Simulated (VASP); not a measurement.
Sb:

```xyz
1
Lattice="-1.5765 1.5765 2.7119 1.5765 -1.5765 2.7119 1.5765 1.5765 -2.7119" Properties=species:S:1:pos:R:3 pbc="T T T"
Sb    0.0000    0.0000    0.0000
```

| Item | Value |
| --- | --- |
| Program | VASP 6.6.1 |
| Task | relaxation of cell and atoms |
| Functional | PBE |
| Dispersion | D4 |
| Potentials or basis | VASP PAW PBE potentials, release 64 (Sb) |
| Cutoff | 600 eV |
| k mesh | 12 × 12 × 12 |
| Occupations | fermi-dirac, width 0.05 eV |
| Spin | no spin polarisation |

At the start: pressure -1.4 GPa; volume 26.96 Å³/atom.

Task: How do energy, volume and symmetry change on relaxing?

Result: Over 14 steps the energy falls by 6.9 meV/atom and the volume is 26.25 Å³/atom (-2.6 %); space group I4/mmm (No. 139, to 0.1 Å) before and after.

Step by step:
```
step  energy change (eV)  largest force (eV/Å)  pressure (GPa)  volume (Å³)
   1              0.0000                0.0000           -1.39        26.96
   2             -0.0024                0.0000            0.81        26.06
   3             -0.0030                0.0000            0.13        26.32
   4             -0.0040                0.0000            0.15        26.28
   5             -0.0064                0.0000            0.32        26.15
   6              0.0005                0.0000            0.88        25.85
   7             -0.0067                0.0000            0.38        26.11
   8             -0.0067                0.0000            0.41        26.09
   9             -0.0061                0.0000           -0.68        26.51
  10             -0.0068                0.0000            0.04        26.23
  11             -0.0068                0.0000            0.04        26.23
  12             -0.0067                0.0000           -0.33        26.37
  13             -0.0068                0.0000            0.02        26.24
  14             -0.0069                0.0000            0.00        26.25
```

Final structure:
```
Sb
1.0
    -1.58904    1.58904    2.59876
     1.58904   -1.58904    2.59876
     1.58904    1.58904   -2.59876
Sb
1
Direct
  0.00000 0.00000 0.00000
```
